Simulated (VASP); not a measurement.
# Nb (Im-3m) in VASP: a series of runs, part 3 of 3

VASP 6.6.1. The steps go on from the part before.

## (5) Single point, PBE

This run uses another cell than the first one, of 18.15 Å³/atom.

INCAR

```
PREC     = Accurate       # precision mode
ENCUT    = 520            # plane-wave cutoff, eV
EDIFF    = 1E-7           # SCF threshold, eV
ISMEAR   = -1             # smearing method
SIGMA    = 0.1            # smearing width, eV
LREAL    = False          # projectors in reciprocal space
LASPH    = True           # aspherical terms in the spheres
NELM     = 100            # most SCF steps
ALGO     = Normal         # electronic algorithm
ISIF     = 2              # what is computed and relaxed
LWAVE    = False          # write WAVECAR
LCHARG   = False          # write CHGCAR
GGA      = PE             # functional
NBANDS   = 12             # bands
```

KPOINTS

```
regular mesh
0
Gamma
  20 20 20
```

POSCAR

```
Nb
1.0
   -1.6555722953      1.6555722953      1.6555722953
    1.6555722953     -1.6555722953      1.6555722953
    1.6555722953      1.6555722953     -1.6555722953
Nb
1
Direct
    0.0000000000      0.0000000000      0.0000000000
```

Potentials or basis: VASP PAW PBE potentials, release 64 (Nb_sv).

Run with:

```console
$ cat potpaw_PBE.64/Nb_sv/POTCAR > POTCAR
$ mpirun -np 1 vasp_std > vasp.out
```

OUTCAR:

```text
PREC = Accurate
   ENCUT = 520
   EDIFF = 1E-7
   ISMEAR = -1
   LREAL = False
   LASPH = True
   NELM = 100
   ISIF = 2
   GGA = PE

 ion  position               nearest neighbor table
   1  0.000  0.000  0.000-

  LATTYP: Found a body centered cubic cell.
 ALAT       =     3.3111445906

  Lattice vectors:

 A1 = (  -1.6555722953,   1.6555722953,   1.6555722953)
 A2 = (   1.6555722953,  -1.6555722953,   1.6555722953)
 A3 = (   1.6555722953,   1.6555722953,  -1.6555722953)

Analysis of symmetry for initial positions (statically):
=====================================================================
 Subroutine PRICEL returns:
 Original cell was already a primitive cell.

 Routine SETGRP: Setting up the symmetry group for a
 body centered cubic supercell.

 Subroutine GETGRP returns: Found 48 space group operations
 (whereof 48 operations were pure point group operations)
 out of a pool of 48 trial point group operations.

The static configuration has the point symmetry O_h .

Analysis of symmetry for dynamics (positions and initial velocities):
=====================================================================
 Subroutine PRICEL returns:
 Original cell was already a primitive cell.

 Routine SETGRP: Setting up the symmetry group for a
 body centered cubic supercell.

 Subroutine GETGRP returns: Found 48 space group operations
 (whereof 48 operations were pure point group operations)
 out of a pool of 48 trial point group operations.

The dynamic configuration has the point symmetry O_h .

 Subroutine INISYM returns: Found 48 space group operations
 (whereof 48 operations are pure point group operations),
 and found     1 'primitive' translations

----------------------------------------------------------------------------------------

                                     Primitive cell

  volume of cell :      18.1512

  direct lattice vectors                    reciprocal lattice vectors
    -1.655572295  1.655572295  1.655572295     0.000000000  0.302010369  0.302010369
     1.655572295 -1.655572295  1.655572295     0.302010369  0.000000000  0.302010369
     1.655572295  1.655572295 -1.655572295     0.302010369  0.302010369  0.000000000

  length of vectors
     2.867535331  2.867535331  2.867535331     0.427107160  0.427107160  0.427107160

  position of ions in fractional coordinates (direct lattice)
     0.000000000  0.000000000  0.000000000

  ion indices of the primitive-cell ions
   primitive index   ion index
                 1           1

----------------------------------------------------------------------------------------

 KPOINTS: regular mesh

Automatic generation of k-mesh.
 Grid dimensions read from file:
 generate k-points for:   20   20   20

 Generating k-lattice:

  Cartesian coordinates                     Fractional coordinates (reciprocal lattice)
     0.000000000  0.015100518  0.015100518     0.050000000  0.000000000  0.000000000
     0.015100518  0.000000000  0.015100518     0.000000000  0.050000000  0.000000000
     0.015100518  0.015100518  0.000000000     0.000000000  0.000000000  0.050000000

  Length of vectors
     0.021355358  0.021355358  0.021355358

  Shift w.r.t. Gamma in fractional coordinates (k-lattice)
     0.000000000  0.000000000  0.000000000

 Subroutine IBZKPT returns following result:
 ===========================================

 Found    256 irreducible k-points:

 Following reciprocal coordinates:
            Coordinates               Weight
  0.000000  0.000000  0.000000      1.000000
  0.050000  0.000000  0.000000     12.000000
  0.100000  0.000000  0.000000     12.000000
  0.150000  0.000000  0.000000     12.000000
  0.200000  0.000000  0.000000     12.000000
  0.250000  0.000000  0.000000     12.000000
[... 16 lines left out ...]
  0.200000  0.100000  0.000000     48.000000
  0.250000  0.100000  0.000000     48.000000
 [... further k-points ...]
   k-points           NKPTS =    256   k-points in BZ     NKDIM =    256   number of bands    NBANDS=     12
   number of dos      NEDOS =    301   number of ions     NIONS =      1
   total plane-waves  NPLWV =  13824
   dimension x,y,z NGX =    24 NGY =   24 NGZ =   24
   dimension x,y,z NGXF=    48 NGYF=   48 NGZF=   48
   ions per type =               1
   NGX,Y,Z   is equivalent  to a cutoff of  13.91, 13.91, 13.91 a.u.
   NGXF,Y,Z  is equivalent  to a cutoff of  27.83, 27.83, 27.83 a.u.
 SYSTEM =  unknown system
   PREC   = accura    normal or accurate (medium, high low for compatibility)
   ISTART =      0    job   : 0-new  1-cont  2-samecut
   ICHARG =      2    charge: 1-file 2-atom 10-const
   ISPIN  =      1    spin polarized calculation?
   LNONCOLLINEAR =      F non collinear calculations
   LSORBIT =      F    spin-orbit coupling
   LASPH  =      T    aspherical Exc in radial PAW
   ENCUT  =  520.0 eV  38.22 Ry    6.18 a.u.   5.33  5.33  5.33*2*pi/ulx,y,z
   NELM   =    100;   NELMIN=  2; NELMDL= -5     # of ELM steps
   EDIFF  = 0.1E-06   stopping-criterion for ELM
   LREAL  =      F    real-space projection
   EDIFFG = 0.1E-05   stopping-criterion for IOM
   NSW    =      0    number of steps for IOM
   IBRION =     -1    ionic relax: 0-MD 1-quasi-New 2-CG
   NFREE  =      0    steps in history (QN), initial steepest desc. (CG)
   ISIF   =      2    stress and relaxation
   ISYM   =      2    0-nonsym 1-usesym 2-fastsym
   POTIM  = 0.5000    time-step for ionic-motion
   TEBEG  =    0.0;   TEEND  =   0.0 temperature during run
   PSTRESS=    0.0 pullay stress
   NELECT =      13.0000    total number of electrons
   NUPDOWN=      -1.0000    fix difference up-down
   EMIN   =  10.00;   EMAX   =-10.00  energy-range for DOS
   EFERMI =   0.00;   METHOD = LEGACY
   ISMEAR =    -1;   SIGMA  =   0.10  broadening in eV -4-tet -1-fermi 0-gaus
   EFERMI_NEDOS =   21; number of points for ismear=-14 and -15
   IALGO  =     38    algorithm
   IMIX   =      4    mixing-type and parameters
     AMIX     =   0.40;   BMIX     =  1.00
     AMIX_MAG =   1.60;   BMIX_MAG =  1.00
  volume/ion in A,a.u.               =      18.15       122.49
  Fermi-wavevector in a.u.,A,eV,Ry     =   1.464720  2.767919 29.189983  2.145403
  Thomas-Fermi vector in A             =   2.580662
   LORBIT       =      0    0 simple, 1 ext, 2 COOP (PROOUT), +10 PAW based schemes
   GGA     = PE    functional components
   LHFCALC =     F    Hartree Fock is set to
   AEXX    =    0.0000 exact exchange contribution
   IVDW    =     0    specifies the selected vdW correction
   LEPSILON=     F    determine dielectric tensor
   LRPA    =     F    only Hartree local field effects (RPA)
 non-spin polarized calculation
  energy-cutoff  :      520.00
  volume of cell :       18.15
 maximum number of plane-waves:       498
 NGX is ok and might be reduce to    24
   NGX = 11   NGY = 11   NGZ = 11

 number of electron      13.0000000 magnetization

 Free energy of the ion-electron system (eV)
  ---------------------------------------------------
  ext. energy  EPLUGINS =         0.00000000
  ---------------------------------------------------
  free energy    TOTEN  =       -10.24078794 eV

  energy without entropy =      -10.19182287  energy(sigma->0) =      -10.21630541

 E-fermi :  11.0936     XC(G=0): -12.4598

 val. band max:       11.0839986160   @ k =  -0.3000   0.3500   0.1500
 cond. band min:      11.1058302299   @ k =  -0.1500   0.2000   0.0500
 fundamental gap:      0.0218316139
 Fermi energy:        11.0935863295

 k-point     1 :       0.0000    0.0000    0.0000
  band No.  band energies     occupation
      1     -43.3018      2.00000
      2     -18.6156      2.00000
      3     -18.6156      2.00000
      4     -18.6156      2.00000
      5       5.1405      2.00000
      6      11.4429      0.05900
      7      11.4429      0.05900
      8      11.4429      0.05900
      9      14.3269      0.00000
     10      14.3269      0.00000
     11      25.2702      0.00000
     12      25.2702      0.00000
[... 331 lines left out ...]
 k-point    24 :       0.2500    0.1000    0.0000
  band No.  band energies     occupation
      1     -43.1376      2.00000
      2     -19.5169      2.00000
      3     -18.9086      2.00000
      4     -18.6690      2.00000
      5       7.7041      2.00000
      6      10.0422      1.99995
      7      10.7850      1.91260
      8      13.7172      0.00000
      9      14.8388      0.00000
     10      15.1252      0.00000
     11      24.9116      0.00000
     12      26.1131      0.00000

 [... further k-points ...]

------------------------ aborting loop because EDIFF is reached ----------------------------------------

  FORCE on cell =-STRESS in cart. coord.  units (eV):
  Direction    XX          YY          ZZ          XY          YZ          ZX
  --------------------------------------------------------------------------------------
  -------------------------------------------------------------------------------------
  Total       -0.0351530     -0.0351530     -0.0351530     -0.0000000     -0.0000000      0.0000000
  in kB       -3.1029013     -3.1029013     -3.1029013     -0.0000000     -0.0000000      0.0000000
  external PRESSURE =      -3.1029013 kB  Pullay stress =       0.0000000 kB

 VOLUME and BASIS-vectors are now :
 -----------------------------------------------------------------------------
  energy-cutoff  :      520.00
  volume of cell :       18.15
      direct lattice vectors                 reciprocal lattice vectors
    -1.655572295  1.655572295  1.655572295     0.000000000  0.302010369  0.302010369
     1.655572295 -1.655572295  1.655572295     0.302010369  0.000000000  0.302010369
     1.655572295  1.655572295 -1.655572295     0.302010369  0.302010369  0.000000000

 POSITION                                       TOTAL-FORCE (eV/Angst)
 -----------------------------------------------------------------------------------
      0.00000      0.00000      0.00000         0.000000      0.000000     -0.000000
 -----------------------------------------------------------------------------------
    total drift:                                0.000000      0.000000      0.000000

  FREE ENERGIE OF THE ION-ELECTRON SYSTEM (eV)
  ---------------------------------------------------
  free  energy   TOTEN  =       -10.2407879439 eV

  energy  without entropy=      -10.1918228680  energy(sigma->0) =      -10.21630541
```

Wall time 74 s (1 thread of Intel Xeon 8259CL, shared host); peak memory 0.18 GiB.

What came out:

```yaml
Free_energy: -10.2408 eV
Pressure: -0.3 GPa
Band_gap_on_the_k_mesh: zero (an odd number of electrons rules out a gap without spin polarisation)
```

## (6) Summary

```tsv
cell	gap on the mesh (eV)	pressure (GPa)
a = 2.693 Å, angles 109.5°, 1 atom	none	44.6
a = 2.739 Å, angles 109.5°, 1 atom	none	29.6
a = 2.795 Å, angles 109.5°, 1 atom	none	14.6
a = 2.868 Å, angles 109.5°, 1 atom	none	-0.3
```

Alike in all rows: task single point; level PBE; potentials or basis VASP PAW PBE potentials, release 64 (Nb_sv); no spin polarisation; k mesh 20 × 20 × 20; cutoff (eV) 520; smearing fermi-dirac 0.1 eV.

Caveats: the cell stands under pressure (at least some runs).

Absolute energies hang on the potentials; compare differences alone.
